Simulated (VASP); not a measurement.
# H (Fm-3m) in VASP: single point with PBE

Aim: the single point of H with PBE.

Everything below comes from runs of VASP 6.6.1. Logs are shortened: lines on timing, memory, paths and dates and some standing lists are left out, and cuts for length are marked.

## (1) The cell of the first run

The structure is cubic, space group Fm-3m (No. 225). Conventional cell: a = 5.037 Å, b = 5.037 Å, c = 5.037 Å, α = 90.00°, β = 90.00°, γ = 90.00°. H (site symmetry m-3m) has 12 H at 3.56 Å within 4.7 Å.

## (2) Single point, PBE

INCAR

```
PREC = Accurate ; ENCUT = 520
EDIFF = 1E-7 ; ISMEAR = -1
SIGMA = 0.1 ; LREAL = False
LASPH = True ; NELM = 60
ALGO = Normal ; ISIF = 2
LWAVE = False ; LCHARG = True
GGA = PE ; LELF = True
LVHAR = True ; NBANDS = 10
```

KPOINTS

```
regular mesh
0
Gamma
  7 7 7
```

POSCAR

```
H
1.0
    5.0370440000      0.0000000000      0.0000000000
    0.0000000000      5.0370440000      0.0000000000
    0.0000000000      0.0000000000      5.0370440000
H
4
Direct
    0.0000000000      0.0000000000      0.0000000000
    0.5000000000      0.0000000000      0.5000000000
    0.5000000000      0.5000000000      0.0000000000
    0.0000000000      0.5000000000      0.5000000000
```

Potentials or basis: VASP PAW PBE potentials, release 64 (H).

The run is started by

```console
$ cat potpaw_PBE.64/H/POTCAR > POTCAR
$ mpirun -np 1 vasp_std > vasp.out
```

OUTCAR:

```text
PREC = Accurate
   ENCUT = 520
   EDIFF = 1E-7
   ISMEAR = -1
   LREAL = False
   LASPH = True
   NELM = 60
   ISIF = 2
   GGA = PE

 ion  position               nearest neighbor table
   1  0.000  0.000  0.000-
   2  0.500  0.000  0.500-
   3  0.500  0.500  0.000-
   4  0.000  0.500  0.500-

  LATTYP: Found a simple cubic cell.
 ALAT       =     5.0370440000

  Lattice vectors:

 A1 = (   5.0370440000,   0.0000000000,   0.0000000000)
 A2 = (   0.0000000000,   5.0370440000,   0.0000000000)
 A3 = (   0.0000000000,   0.0000000000,   5.0370440000)

Analysis of symmetry for initial positions (statically):
=====================================================================
 Subroutine PRICEL returns following result:

  LATTYP: Found a face centered cubic cell.
 ALAT       =     5.0370440000

  Lattice vectors:

 A1 = (   2.5185220000,  -2.5185220000,   0.0000000000)
 A2 = (   2.5185220000,   0.0000000000,   2.5185220000)
 A3 = (   0.0000000000,  -2.5185220000,   2.5185220000)

   4 primitive cells build up your supercell.

 Routine SETGRP: Setting up the symmetry group for a
 simple cubic supercell.

 Subroutine GETGRP returns: Found 48 space group operations
 (whereof 48 operations were pure point group operations)
 out of a pool of 48 trial point group operations.

The static configuration has the point symmetry O_h .

Analysis of symmetry for dynamics (positions and initial velocities):
=====================================================================
 Subroutine PRICEL returns following result:

  LATTYP: Found a face centered cubic cell.
 ALAT       =     5.0370440000

  Lattice vectors:

 A1 = (   2.5185220000,  -2.5185220000,   0.0000000000)
 A2 = (   2.5185220000,   0.0000000000,   2.5185220000)
 A3 = (   0.0000000000,  -2.5185220000,   2.5185220000)

   4 primitive cells build up your supercell.

 Routine SETGRP: Setting up the symmetry group for a
 simple cubic supercell.

 Subroutine GETGRP returns: Found 48 space group operations
 (whereof 48 operations were pure point group operations)
 out of a pool of 48 trial point group operations.

The dynamic configuration has the point symmetry O_h .

 Subroutine INISYM returns: Found 48 space group operations
 (whereof 48 operations are pure point group operations),
 and found     4 'primitive' translations

----------------------------------------------------------------------------------------

                                     Primitive cell

  volume of cell :      31.9497

  direct lattice vectors                    reciprocal lattice vectors
     2.518522000 -2.518522000  0.000000000     0.198529137 -0.198529137 -0.198529137
     2.518522000  0.000000000  2.518522000     0.198529137  0.198529137  0.198529137
     0.000000000 -2.518522000  2.518522000    -0.198529137 -0.198529137  0.198529137

  length of vectors
     3.561727970  3.561727970  3.561727970     0.343862553  0.343862553  0.343862553

  position of ions in fractional coordinates (direct lattice)
     0.000000000  0.000000000  0.000000000

  ion indices of the primitive-cell ions
   primitive index   ion index
                 1           1

----------------------------------------------------------------------------------------

 KPOINTS: regular mesh

Automatic generation of k-mesh.
 Grid dimensions read from file:
 generate k-points for:    7    7    7

 Generating k-lattice:

  Cartesian coordinates                     Fractional coordinates (reciprocal lattice)
     0.028361305  0.000000000  0.000000000     0.142857143  0.000000000  0.000000000
     0.000000000  0.028361305  0.000000000     0.000000000  0.142857143  0.000000000
     0.000000000  0.000000000  0.028361305     0.000000000  0.000000000  0.142857143

  Length of vectors
     0.028361305  0.028361305  0.028361305

  Shift w.r.t. Gamma in fractional coordinates (k-lattice)
     0.000000000  0.000000000  0.000000000

 Subroutine IBZKPT returns following result:
 ===========================================

 Found     20 irreducible k-points:

 Following reciprocal coordinates:
            Coordinates               Weight
  0.000000  0.000000  0.000000      1.000000
  0.142857  0.000000  0.000000      6.000000
  0.285714  0.000000  0.000000      6.000000
  0.428571  0.000000  0.000000      6.000000
  0.142857  0.142857  0.000000     12.000000
  0.285714  0.142857  0.000000     24.000000
[... 12 lines left out ...]
  0.428571  0.428571  0.285714     24.000000
  0.428571  0.428571  0.428571      8.000000
   k-points           NKPTS =     20   k-points in BZ     NKDIM =     20   number of bands    NBANDS=     10
   number of dos      NEDOS =    301   number of ions     NIONS =      4
   total plane-waves  NPLWV =  64000
   dimension x,y,z NGX =    40 NGY =   40 NGZ =   40
   dimension x,y,z NGXF=    80 NGYF=   80 NGZF=   80
   ions per type =               4
   NGX,Y,Z   is equivalent  to a cutoff of  13.20, 13.20, 13.20 a.u.
   NGXF,Y,Z  is equivalent  to a cutoff of  26.40, 26.40, 26.40 a.u.
 SYSTEM =  unknown system
   PREC   = accura    normal or accurate (medium, high low for compatibility)
   ISTART =      0    job   : 0-new  1-cont  2-samecut
   ICHARG =      2    charge: 1-file 2-atom 10-const
   ISPIN  =      1    spin polarized calculation?
   LNONCOLLINEAR =      F non collinear calculations
   LSORBIT =      F    spin-orbit coupling
   LASPH  =      T    aspherical Exc in radial PAW
   ENCUT  =  520.0 eV  38.22 Ry    6.18 a.u.   9.37  9.37  9.37*2*pi/ulx,y,z
   NELM   =     60;   NELMIN=  2; NELMDL= -5     # of ELM steps
   EDIFF  = 0.1E-06   stopping-criterion for ELM
   LREAL  =      F    real-space projection
   EDIFFG = 0.1E-05   stopping-criterion for IOM
   NSW    =      0    number of steps for IOM
   IBRION =     -1    ionic relax: 0-MD 1-quasi-New 2-CG
   NFREE  =      0    steps in history (QN), initial steepest desc. (CG)
   ISIF   =      2    stress and relaxation
   ISYM   =      2    0-nonsym 1-usesym 2-fastsym
   POTIM  = 0.5000    time-step for ionic-motion
   TEBEG  =    0.0;   TEEND  =   0.0 temperature during run
   PSTRESS=    0.0 pullay stress
   NELECT =       4.0000    total number of electrons
   NUPDOWN=      -1.0000    fix difference up-down
   EMIN   =  10.00;   EMAX   =-10.00  energy-range for DOS
   EFERMI =   0.00;   METHOD = LEGACY
   ISMEAR =    -1;   SIGMA  =   0.10  broadening in eV -4-tet -1-fermi 0-gaus
   EFERMI_NEDOS =   21; number of points for ismear=-14 and -15
   IALGO  =     38    algorithm
   IMIX   =      4    mixing-type and parameters
     AMIX     =   0.40;   BMIX     =  1.00
     AMIX_MAG =   1.60;   BMIX_MAG =  1.00
  volume/ion in A,a.u.               =      31.95       215.61
  Fermi-wavevector in a.u.,A,eV,Ry     =   0.515924  0.974955  3.621566  0.266178
  Thomas-Fermi vector in A             =   1.531605
   LORBIT       =      0    0 simple, 1 ext, 2 COOP (PROOUT), +10 PAW based schemes
   GGA     = PE    functional components
   LHFCALC =     F    Hartree Fock is set to
   AEXX    =    0.0000 exact exchange contribution
   IVDW    =     0    specifies the selected vdW correction
   LEPSILON=     F    determine dielectric tensor
   LRPA    =     F    only Hartree local field effects (RPA)
 non-spin polarized calculation
  energy-cutoff  :      520.00
  volume of cell :      127.80
 maximum number of plane-waves:      3466
 NGX is ok and might be reduce to    40
   NGX = 19   NGY = 19   NGZ = 19

 number of electron       4.0000003 magnetization

 Free energy of the ion-electron system (eV)
  ---------------------------------------------------
  ext. energy  EPLUGINS =         0.00000000
  ---------------------------------------------------
  free energy    TOTEN  =        -1.55081456 eV

  energy without entropy =       -1.32988484  energy(sigma->0) =       -1.44034970

 E-fermi :  -5.7034     XC(G=0):  -4.2896

 val. band max:       -5.7246559460   @ k =   0.4286   0.4286   0.4286
 cond. band min:      -5.6989740645   @ k =   0.2857   0.1429   0.1429
 fundamental gap:      0.0256818814
 Fermi energy:        -5.7034075964

 k-point     1 :       0.0000    0.0000    0.0000
  band No.  band energies     occupation
      1      -7.2880      2.00000
      2      -5.2867      0.03053
      3      -5.2867      0.03053
      4      -5.2867      0.03053
      5       2.2738      0.00000
      6       2.2738      0.00000
      7       2.2738      0.00000
      8       4.3673      0.00000
      9       6.0902      0.00000
     10       6.0902      0.00000

 k-point     2 :       0.1429    0.0000    0.0000
  band No.  band energies     occupation
      1      -7.2106      2.00000
      2      -5.4179      0.10886
      3      -5.2782      0.02808
      4      -5.2782      0.02808
      5       2.3231      0.00000
      6       2.3935      0.00000
      7       2.3935      0.00000
      8       4.1980      0.00000
      9       5.4842      0.00000
     10       5.4842      0.00000

 k-point     3 :       0.2857    0.0000    0.0000
  band No.  band energies     occupation
      1      -6.9848      1.99999
      2      -5.7600      1.27542
      3      -5.2590      0.02323
      4      -5.2590      0.02323
      5       2.4986      0.00000
      6       2.7522      0.00000
      7       2.7522      0.00000
      8       3.7788      0.00000
      9       4.7776      0.00000
     10       4.7776      0.00000
[... 196 lines left out ...]
 k-point    19 :       0.4286    0.4286    0.2857
  band No.  band energies     occupation
      1      -5.9816      1.88333
      2      -5.7557      1.25565
      3      -5.7557      1.25565
      4      -5.6417      0.70091
      5       1.4381      0.00000
      6       1.5115      0.00000
      7       1.5115      0.00000
      8       1.6798      0.00000
      9       5.9152      0.00000
     10       6.3051      0.00000

 k-point    20 :       0.4286    0.4286    0.4286
  band No.  band energies     occupation
      1      -5.8480      1.61865
      2      -5.7247      1.10584
      3      -5.7247      1.10584
      4      -5.7247      1.10584
      5       1.2018      0.00000
      6       1.2018      0.00000
      7       1.2018      0.00000
      8       1.2983      0.00000
      9       6.7541      0.00000
     10       6.7541      0.00000

------------------------ aborting loop because EDIFF is reached ----------------------------------------

  FORCE on cell =-STRESS in cart. coord.  units (eV):
  Direction    XX          YY          ZZ          XY          YZ          ZX
  --------------------------------------------------------------------------------------
  -------------------------------------------------------------------------------------
  Total       -1.9115636     -1.9115636     -1.9115636     -0.0000000     -0.0000000     -0.0000000
  in kB      -23.9647054    -23.9647054    -23.9647054     -0.0000000     -0.0000000     -0.0000000
  external PRESSURE =     -23.9647054 kB  Pullay stress =       0.0000000 kB

 VOLUME and BASIS-vectors are now :
 -----------------------------------------------------------------------------
  energy-cutoff  :      520.00
  volume of cell :      127.80
      direct lattice vectors                 reciprocal lattice vectors
     5.037044000  0.000000000  0.000000000     0.198529137  0.000000000  0.000000000
     0.000000000  5.037044000  0.000000000     0.000000000  0.198529137  0.000000000
     0.000000000  0.000000000  5.037044000     0.000000000  0.000000000  0.198529137

 POSITION                                       TOTAL-FORCE (eV/Angst)
 -----------------------------------------------------------------------------------
      0.00000      0.00000      0.00000         0.000000      0.000000      0.000000
      2.51852      0.00000      2.51852         0.000000     -0.000000     -0.000000
      2.51852      2.51852      0.00000         0.000000     -0.000000     -0.000000
      0.00000      2.51852      2.51852        -0.000000      0.000000      0.000000
 -----------------------------------------------------------------------------------
    total drift:                                0.000000      0.000000     -0.000000

  FREE ENERGIE OF THE ION-ELECTRON SYSTEM (eV)
  ---------------------------------------------------
  free  energy   TOTEN  =        -1.5508145636 eV

  energy  without entropy=       -1.3298848405  energy(sigma->0) =       -1.44034970
```

Run time: 57 s. Hardware: 1 thread of AMD EPYC 7R13, shared host; peak memory 0.22 GiB.

Results:

- Free energy: -1.5508 eV
- Pressure: -2.4 GPa
- Band gap on the k mesh: zero (band 2 reaches -5.29 eV, above the bottom of band 3 at -5.81 eV)

Levels at points of the mesh, in eV from the Fermi level:
| k point | band 1 | band 2 | band 3 | band 4 | band 5 | band 6 | band 7 |
| --- | --- | --- | --- | --- | --- | --- | --- |
| (0.00, 0.00, 0.00) | -1.58 | 0.42 | 0.42 | 0.42 | 7.98 | 7.98 | 7.98 |
